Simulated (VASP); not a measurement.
Wanted: the native input for a VASP 6.6.1 run.

- Task: single point
- Functional: PBEsol
- Potentials or basis: VASP PAW PBE potentials, release 64 (Ba_sv, S)
- Cutoff: 520 eV
- k mesh: 3 × 3 × 3
- Occupations: gaussian, width 0.01 eV
- Spin: no spin polarisation
- Dipole correction: no
- Further INCAR settings: ALGO = Normal; EDIFF = 1e-07; NBANDS = 15

The structure of BaS lies in POSCAR:

```
BaS
1.0
    0.0000000000      3.1937500000      3.1937500000
    3.1937500000      0.0000000000      3.1937500000
    3.1937500000      3.1937500000      0.0000000000
Ba S
1 1
Direct
    0.0000000000      0.0000000000      0.0000000000
    0.5000000000      0.5000000000      0.5000000000
```

The input as run:

INCAR

```
  PREC = Accurate
  ENCUT = 520
  EDIFF = 1E-7
  ISMEAR = 0
  SIGMA = 0.01
  LREAL = False
  LASPH = True
  NELM = 100
  ALGO = Normal
  ISIF = 2
  LWAVE = False
  LCHARG = False
  GGA = PS
  NBANDS = 15
```

KPOINTS

```
regular mesh
0
Gamma
  3 3 3
```

Potentials or basis: VASP PAW PBE potentials, release 64 (Ba_sv, S).

Run with:

```bash
$ cat potpaw_PBE.64/Ba_sv/POTCAR potpaw_PBE.64/S/POTCAR > POTCAR
$ mpirun -np 1 vasp_std > vasp.out
```

Results of the run:

```yaml
Pressure: -0.3 GPa
Band_gap_on_the_k_mesh: 2.28 eV, indirect (least direct gap 2.45 eV)
```

Caveat: the k points lie up to 0.57 Å⁻¹ apart; the PAW data sets were made with another functional, which shifts forces and pressure a little; spin-orbit coupling is left out, which moves the levels of the heavy elements.

It took 11 s on 1 thread of Intel Xeon 8259CL (shared host), peak memory 0.2 GiB.
